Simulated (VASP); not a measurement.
Input of a VASP 6.6.1 run:

INCAR

```
SYSTEM = MgS
ALGO = Normal
EDIFF = 1E-6
ENCUT = 520
GGA = PE
ISIF = 2
ISMEAR = 0
LASPH = .True.
LCHARG = .False.
LREAL = .False.
LWAVE = .False.
NBANDS = 11
NELM = 100
PREC = Accurate
SIGMA = 0.05
```

The input KPOINTS:

```
k-points
0
Gamma
  8 8 8
  0 0 0
```

File POSCAR:

```
MgS
1.0
    0.0000000000      2.9918975000      2.6016500000
    2.2114025000      0.0000000000      2.6016500000
    2.2114025000      2.9918975000      0.0000000000
Mg S
1 1
Direct
    0.0000000000      0.0000000000      0.0000000000
    0.5000000000      0.5000000000      0.5000000000
```

Potentials or basis: VASP PAW PBE potentials, release 64 (Mg, S).

Run with:

```bash
$ cat potpaw_PBE.64/Mg/POTCAR potpaw_PBE.64/S/POTCAR > POTCAR
$ mpirun -np 1 vasp_std > vasp.out
```

Estimate the pressure.

15.4 GPa.

What does it give for the band gap on the k mesh?

2.63 eV, indirect (least direct gap 3.50 eV).

Stress tensor (GPa, compression positive):
```
44.49  0.00  0.00
 0.00 -4.06  0.00
 0.00  0.00  5.64
```

Caveat: the cell differs from its parent crystal (strain -0.1500 x Voigt [1, -1, 0, 0, 0, 0]). A k mesh can miss the band edges.
